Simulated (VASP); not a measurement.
# Lu2SiNF2 (P-4m2) in VASP: further runs, part 2 of 2

VASP 6.6.1. The steps go on from the part before.

## Step 3: Relaxation of cell and atoms, PBE

This run uses another cell than the first one, of 13.63 Å³/atom, 0.793 times its volume.

INCAR reads:

```
SYSTEM = Lu2SiNF2
  PREC = Accurate
  ENCUT = 600
  EDIFF = 1E-7
  ISMEAR = 0
  SIGMA = 0.1
  LREAL = .False.
  LASPH = .True.
  NELM = 100
  ALGO = Normal
  ISIF = 3
  LWAVE = .False.
  LCHARG = .False.
  GGA = PE
  IBRION = 2
  NSW = 90
  EDIFFG = -0.04
```

KPOINTS reads:

```
Automatic mesh
0
Gamma
  6 6 2
  0 0 0
```

POSCAR reads:

```
Lu2SiNF2
1.0
    3.2563800470      0.0000000000      0.0000000000
    0.0000000000      3.2563800470      0.0000000000
    0.0000000000      0.0000000000      7.7111800356
Lu Si N F
2 1 1 2
Direct
    0.5000000000      0.0000000000      0.2731177080
    0.0000000000      0.5000000000      0.7268822920
    0.0000000000      0.0000000000      0.0000000000
    0.5000000000      0.5000000000      0.0000000000
    0.5000000000      0.0000000000      0.5898645823
    0.0000000000      0.5000000000      0.4101354177
```

Potentials or basis: VASP PAW PBE potentials, release 64 (Lu, Si, N, F).

On the command line:

```console
$ cat potpaw_PBE.64/Lu/POTCAR potpaw_PBE.64/Si/POTCAR potpaw_PBE.64/N/POTCAR potpaw_PBE.64/F/POTCAR > POTCAR
$ mpirun -np 1 vasp_std > vasp.out
```

OUTCAR:

```text
SYSTEM = Lu2SiNF2
   PREC = Accurate
   ENCUT = 600
   EDIFF = 1E-7
   ISMEAR = 0
   LREAL = .False.
   LASPH = .True.
   NELM = 100
   ISIF = 3
   GGA = PE
   IBRION = 2
   NSW = 90
   EDIFFG = -0.04

 ion  position               nearest neighbor table
   1  0.500  0.000  0.273-   5 2.44   6 2.53   6 2.53   6 2.53   6 2.53   3 2.66   3 2.66   4 2.66
                             4 2.66
   2  0.000  0.500  0.727-   6 2.44   5 2.53   5 2.53   5 2.53   5 2.53   3 2.66   4 2.66   4 2.66
                             3 2.66
   3  0.000  0.000  0.000-   4 2.30   4 2.30   4 2.30   4 2.30   2 2.66   1 2.66   1 2.66   2 2.66

   4  0.500  0.500  0.000-   3 2.30   3 2.30   3 2.30   3 2.30   2 2.66   2 2.66   1 2.66   1 2.66

   5  0.500  0.000  0.590-   1 2.44   2 2.53   2 2.53   2 2.53   2 2.53
   6  0.000  0.500  0.410-   2 2.44   1 2.53   1 2.53   1 2.53   1 2.53

  LATTYP: Found a simple tetragonal cell.
 ALAT       =     3.2563800470
 C/A-ratio  =     2.3680221363

  Lattice vectors:

 A1 = (   3.2563800470,   0.0000000000,   0.0000000000)
 A2 = (   0.0000000000,   3.2563800470,   0.0000000000)
 A3 = (   0.0000000000,   0.0000000000,   7.7111800356)

Analysis of symmetry for initial positions (statically):
[... 166 lines left out ...]
   NGX = 13   NGY = 13   NGZ = 31

--------------------------------------- Ionic step        1  -------------------------------------------

 number of electron      73.0000021 magnetization

 Free energy of the ion-electron system (eV)
  ---------------------------------------------------
  ext. energy  EPLUGINS =         0.00000000
  ---------------------------------------------------
  free energy    TOTEN  =       -35.69514424 eV

  energy without entropy =      -35.69022631  energy(sigma->0) =      -35.69268528

------------------------ aborting loop because EDIFF is reached ----------------------------------------

  FORCE on cell =-STRESS in cart. coord.  units (eV):
  Direction    XX          YY          ZZ          XY          YZ          ZX
  --------------------------------------------------------------------------------------
  -------------------------------------------------------------------------------------
  Total        0.3502993      0.3502993      0.3180650      0.0000000     -0.0000000      0.0000000
  in kB        6.8637086      6.8637086      6.2321145      0.0000000     -0.0000000      0.0000000
  external PRESSURE =       6.6531772 kB  Pullay stress =       0.0000000 kB
[... 67 lines left out ...]
--------------------------------------- Ionic step        3  -------------------------------------------

 number of electron      73.0000022 magnetization

 Free energy of the ion-electron system (eV)
  ---------------------------------------------------
  ext. energy  EPLUGINS =         0.00000000
  ---------------------------------------------------
  free energy    TOTEN  =       -35.69622174 eV

  energy without entropy =      -35.69103562  energy(sigma->0) =      -35.69362868

 E-fermi :   6.4046     XC(G=0): -11.5932

 val. band max:        6.2013450602   @ k =   0.1667   0.1667   0.5000
 cond. band min:       6.4210686962   @ k =   0.5000   0.5000   0.5000
 fundamental gap:      0.2197236360
 Fermi energy:         6.4046398290

 k-point     1 :       0.0000    0.0000    0.0000
  band No.  band energies     occupation
      1     -51.1383      2.00000
      2     -51.1363      2.00000
      3     -22.4414      2.00000
      4     -21.9020      2.00000
      5     -21.6745      2.00000
      6     -21.6745      2.00000
[... 942 lines left out ...]
  FREE ENERGIE OF THE ION-ELECTRON SYSTEM (eV)
  ---------------------------------------------------
  free  energy   TOTEN  =       -35.6962217362 eV

  energy  without entropy=      -35.6910356154  energy(sigma->0) =      -35.69362868

 reached required accuracy - stopping structural energy minimisation
```

CONTCAR:

```text
Lu2SiNF2
   1.00000000000000
     3.2631211630207462    0.0000000000000000    0.0000000000000000
     0.0000000000000000    3.2631211630207462   -0.0000000000000000
     0.0000000000000000   -0.0000000000000000    7.7256742323276866
  Lu              Si              N               F
     2     1     1     2
Direct
     0.5000000000000000    0.0000000000000000    0.2733260388683889
     0.0000000000000000    0.5000000000000000    0.7266739611316112
     0.0000000000000000    0.0000000000000000    0.0000000000000000
     0.5000000000000000    0.5000000000000000    0.0000000000000000
     0.5000000000000000    0.0000000000000000    0.5898462353488488
     0.0000000000000000    0.5000000000000000    0.4101537646511512

  0.00000000E+00  0.00000000E+00  0.00000000E+00
  0.00000000E+00  0.00000000E+00  0.00000000E+00
  0.00000000E+00  0.00000000E+00  0.00000000E+00
  0.00000000E+00  0.00000000E+00  0.00000000E+00
  0.00000000E+00  0.00000000E+00  0.00000000E+00
  0.00000000E+00  0.00000000E+00  0.00000000E+00
```

Wall time 2.6 min (1 thread of Intel Xeon 6975P-C (Granite Rapids), shared host); peak memory 0.27 GiB.

Results:

```yaml
Free_energy: -35.6962 eV
Relaxed_volume: 13.71 Å³/atom
Relaxed_cell: a = 3.263 Å, b = 3.263 Å, c = 7.726 Å, α = 90.00°, β = 90.00°, γ = 90.00°
Space_group_after_relaxing_to_0.05_Å: P-4m2 (No. 115)
Energy_gained_by_relaxing: 0.2 meV/atom
Ionic_steps: 3
Pressure_after_relaxing: 0.0 GPa
Largest_force_after_relaxing: 0.005 eV/Å
```

Forces in eV/Å, atoms in the order of the input:
```
Lu   0.000  0.000  0.003
Lu   0.000  0.000 -0.003
Si   0.000  0.000  0.000
N    0.000  0.000  0.000
F    0.000  0.000 -0.005
F    0.000  0.000  0.005
```

The path:
| step | energy change (eV) | largest force (eV/Å) | pressure (GPa) | volume (Å³) |
| --- | --- | --- | --- | --- |
| 1 | 0.0000 | 0.0453 | 0.67 | 81.77 |
| 2 | -0.0010 | 0.0113 | -0.26 | 82.44 |
| 3 | -0.0011 | 0.0045 | -0.01 | 82.26 |

Final structure:
```cif
data_structure
_symmetry_space_group_name_H-M 'P 1'
_symmetry_Int_Tables_number 1
_cell_length_a 3.2631
_cell_length_b 3.2631
_cell_length_c 7.7257
_cell_angle_alpha 90.000
_cell_angle_beta 90.000
_cell_angle_gamma 90.000
_cell_volume 82.26
loop_
_atom_site_label
_atom_site_type_symbol
_atom_site_fract_x
_atom_site_fract_y
_atom_site_fract_z
_atom_site_occupancy
Lu1 Lu 0.50000 0.00000 0.27333 1
Lu2 Lu 0.00000 0.50000 0.72667 1
Si1 Si 0.00000 0.00000 0.00000 1
N1 N 0.50000 0.50000 0.00000 1
F1 F 0.50000 0.00000 0.58985 1
F2 F 0.00000 0.50000 0.41015 1
```

Levels at points of the mesh, in eV from the Fermi level:
| k point | band 33 | band 34 | band 35 | band 36 | band 37 | band 38 | band 39 | band 40 |
| --- | --- | --- | --- | --- | --- | --- | --- | --- |
| (0.00, 0.00, 0.00) | -5.59 | -4.37 | -4.37 | -2.34 | -1.66 | -0.58 | -0.34 | 2.53 |
| (0.50, 0.00, 0.00) | -4.54 | -3.43 | -3.10 | -1.50 | -0.48 | 0.17 | 0.92 | 2.08 |
| (0.50, 0.50, 0.00) | -6.11 | -6.02 | -4.02 | -2.24 | 0.53 | 0.53 | 2.73 | 3.28 |
| (0.00, 0.00, 0.50) | -5.60 | -4.38 | -4.38 | -2.55 | -1.12 | -0.32 | -0.31 | 1.91 |
| (0.50, 0.00, 0.50) | -4.66 | -3.41 | -3.30 | -1.40 | -0.39 | 0.35 | 1.05 | 1.92 |
| (0.50, 0.50, 0.50) | -6.06 | -6.03 | -4.00 | -2.21 | 0.02 | 0.02 | 2.83 | 3.82 |

Caveat: the k points lie up to 0.41 Å⁻¹ apart in the final cell; spin-orbit coupling is left out, which moves the levels of the heavy elements; an odd number of electrons without spin polarisation forces a metal; a magnetic or distorted state may lie lower.

## Step 4: Single point, PBE

This run uses another cell than the first one, of 13.68 Å³/atom, 0.796 times its volume.

INCAR reads:

```
PREC = Accurate
ENCUT = 520
EDIFF = 1E-6
ISMEAR = 0
SIGMA = 0.1
LREAL = False
LASPH = True
NELM = 80
ALGO = Normal
ISIF = 2
LWAVE = False
LCHARG = False
GGA = PE
NBANDS = 46
```

KPOINTS reads:

```
Automatic mesh
0
Gamma
  12 12 6
```

POSCAR reads:

```
Lu2SiNF2
1.0
    3.2616974299      0.0000000000      0.0000000000
    0.0000000000      3.2616974299      0.0000000000
    0.0000000000      0.0000000000      7.7126556951
Lu Si N F
2 1 1 2
Direct
    0.5000000000      0.0000000000      0.2738953773
    0.0000000000      0.5000000000      0.7261046227
    0.0000000000      0.0000000000      0.0000000000
    0.5000000000      0.5000000000      0.0000000000
    0.5000000000      0.0000000000      0.5897615744
    0.0000000000      0.5000000000      0.4102384256
```

Potentials or basis: VASP PAW PBE potentials, release 64 (Lu, Si, N, F).

On the command line:

```console
$ cat potpaw_PBE.64/Lu/POTCAR potpaw_PBE.64/Si/POTCAR potpaw_PBE.64/N/POTCAR potpaw_PBE.64/F/POTCAR > POTCAR
$ mpirun -np 1 vasp_std > vasp.out
```

OUTCAR:

```text
PREC = Accurate
   ENCUT = 520
   EDIFF = 1E-6
   ISMEAR = 0
   LREAL = False
   LASPH = True
   NELM = 80
   ISIF = 2
   GGA = PE

 ion  position               nearest neighbor table
   1  0.500  0.000  0.274-   5 2.44   6 2.53   6 2.53   6 2.53   6 2.53   3 2.67   3 2.67   4 2.67
                             4 2.67
   2  0.000  0.500  0.726-   6 2.44   5 2.53   5 2.53   5 2.53   5 2.53   3 2.67   4 2.67   4 2.67
                             3 2.67
   3  0.000  0.000  0.000-   4 2.31   4 2.31   4 2.31   4 2.31   2 2.67   1 2.67   1 2.67   2 2.67

   4  0.500  0.500  0.000-   3 2.31   3 2.31   3 2.31   3 2.31   2 2.67   2 2.67   1 2.67   1 2.67

   5  0.500  0.000  0.590-   1 2.44   2 2.53   2 2.53   2 2.53   2 2.53
   6  0.000  0.500  0.410-   2 2.44   1 2.53   1 2.53   1 2.53   1 2.53

  LATTYP: Found a simple tetragonal cell.
 ALAT       =     3.2616974299
 C/A-ratio  =     2.3646140885

  Lattice vectors:

 A1 = (   3.2616974299,   0.0000000000,   0.0000000000)
 A2 = (   0.0000000000,   3.2616974299,   0.0000000000)
 A3 = (   0.0000000000,   0.0000000000,   7.7126556951)

Analysis of symmetry for initial positions (statically):
=====================================================================
[... 179 lines left out ...]

 E-fermi :   6.3513     XC(G=0): -11.6061

 val. band max:        6.3483032161   @ k =   0.5000   0.0833   0.0000
 cond. band min:       6.3558137107   @ k =   0.0833   0.0833   0.5000
 fundamental gap:      0.0075104946
 Fermi energy:         6.3512860175

 k-point     1 :       0.0000    0.0000    0.0000
  band No.  band energies     occupation
      1     -51.0962      2.00000
      2     -51.0942      2.00000
      3     -22.4276      2.00000
      4     -21.8618      2.00000
      5     -21.6323      2.00000
      6     -21.6323      2.00000
[... 1165 lines left out ...]
     45      10.4765      0.00000
     46      11.0842      0.00000

 [... further k-points ...]
[... 5 lines left out ...]
  --------------------------------------------------------------------------------------
  -------------------------------------------------------------------------------------
  Total        0.0723832      0.0723832      0.1883632      0.0000000      0.0000000      0.0000000
  in kB        1.4133749      1.4133749      3.6780303      0.0000000      0.0000000      0.0000000
  external PRESSURE =       2.1682600 kB  Pullay stress =       0.0000000 kB

 VOLUME and BASIS-vectors are now :
 -----------------------------------------------------------------------------
  energy-cutoff  :      520.00
  volume of cell :       82.05
      direct lattice vectors                 reciprocal lattice vectors
     3.261697430  0.000000000  0.000000000     0.306588830  0.000000000  0.000000000
     0.000000000  3.261697430  0.000000000     0.000000000  0.306588830  0.000000000
     0.000000000  0.000000000  7.712655695     0.000000000  0.000000000  0.129657026

 POSITION                                       TOTAL-FORCE (eV/Angst)
 -----------------------------------------------------------------------------------
      1.63085      0.00000      2.11246         0.000000     -0.000000      0.006423
      0.00000      1.63085      5.60019        -0.000000     -0.000000     -0.006423
      0.00000      0.00000      0.00000        -0.000000     -0.000000      0.000000
      1.63085      1.63085      0.00000        -0.000000      0.000000      0.000000
      1.63085      0.00000      4.54863        -0.000000     -0.000000     -0.000900
      0.00000      1.63085      3.16403        -0.000000     -0.000000      0.000900
 -----------------------------------------------------------------------------------
    total drift:                                0.000000     -0.000000      0.000000

  FREE ENERGIE OF THE ION-ELECTRON SYSTEM (eV)
  ---------------------------------------------------
  free  energy   TOTEN  =       -35.6673701881 eV

  energy  without entropy=      -35.6571468737  energy(sigma->0) =      -35.66225853
```

stdout:

```text
POSCAR found type information on POSCAR LuSiN F
 POSCAR found :  4 types and       6 ions
 scaLAPACK will be used
 LDA part: xc-table for (Slater+PW92), standard interpolation
 POSCAR, INCAR and KPOINTS ok, starting setup
 FFT: planning ... GRIDC
 FFT: planning ... GRID_SOFT
 FFT: planning ... GRID
 WAVECAR not read
 entering main loop
```

Run time: 2.9 min. Hardware: 1 thread of Intel Xeon 6975P-C (Granite Rapids), shared host; peak memory 0.47 GiB.

What came out:

```yaml
Free_energy: -35.6674 eV
Pressure: 0.2 GPa
Largest_force: 0.006 eV/Å
```

Forces in eV/Å, atoms in the order of the input:
```
Lu   0.000  0.000  0.006
Lu   0.000  0.000 -0.006
Si   0.000  0.000  0.000
N    0.000  0.000  0.000
F    0.000  0.000 -0.001
F    0.000  0.000  0.001
```

Caveat: spin-orbit coupling is left out, which moves the levels of the heavy elements; an odd number of electrons without spin polarisation forces a metal; a magnetic or distorted state may lie lower.

## Step 5: The runs side by side

| task | cell | k mesh | cutoff (eV) | gap on the mesh (eV) | pressure (GPa) | relaxed volume (Å³/atom) | largest force (eV/Å) |
| --- | --- | --- | --- | --- | --- | --- | --- |
| relaxation of cell and atoms | relaxed from a = 3.953, b = 3.953, c = 6.598 Å, 6 atoms | 4 × 4 × 4 | 600 | none | -0.1 | 13.67 | 0.03 |
| relaxation of cell and atoms | relaxed from a = 3.256, b = 3.256, c = 7.711 Å, 6 atoms | 6 × 6 × 2 | 600 | none | 0.0 | 13.71 | - |
| single point | a = 3.262, b = 3.262, c = 7.713 Å, 6 atoms | 12 × 12 × 6 | 520 | none | 0.2 | - | 0.01 |

Alike in all rows: level PBE; potentials or basis VASP PAW PBE potentials, release 64 (Lu, Si, N, F); no spin polarisation; smearing gaussian 0.1 eV.

Caveats: some runs use coarse meshes; spin-orbit coupling is left out, which moves the levels of the heavy elements; an odd number of electrons without spin polarisation forces a metal; a magnetic or distorted state may lie lower; the volume moved by over 15 % at a fixed basis, so the end points are rough (some runs).

Total energies depend on the potentials used, so only differences within one code and one set of settings carry meaning.
